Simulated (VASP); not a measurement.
Runs of VASP 6.6.1 on BaF2. The structure is that of space group Fm-3m (No. 225), or close to it. The cells are those of the table. 

```csv
level,spin,cell,cutoff (eV),smearing,gap on the mesh (eV),pressure (GPa)
r2SCAN,off,"a = 4.205 Å, angles 60.0°, 3 atoms",660,gaussian 0.01 eV,7.83,11.6
PBE,off,"a = 4.468 Å, angles 60.0°, 3 atoms",600,fermi-dirac 0.02 eV,6.52,(b)
r2SCAN,"non-collinear, zero start, SOC","a = 4.249 Å, angles 60.0°, 3 atoms",660,gaussian 0.01 eV,-,8.4
r2SCAN,off,"a = 4.249 Å, angles 60.0°, 3 atoms",660,gaussian 0.01 eV,(a),8.4
```

Alike in all rows: task single point; potentials or basis VASP PAW PBE potentials, release 64 (Ba_sv, F); k mesh 8 × 8 × 8.

Q: Fill in the values left out.

A: (a) 7.71; (b) -1.0.

Caveats: the cell stands under pressure (at least some runs); the PAW data sets were made with another functional, which shifts forces and pressure a little (at least some runs); spin-orbit coupling is left out, which moves the levels of the heavy elements (at least some runs).

A k mesh can miss the band edges, and rows without SOC leave out spin-orbit coupling on Ba.
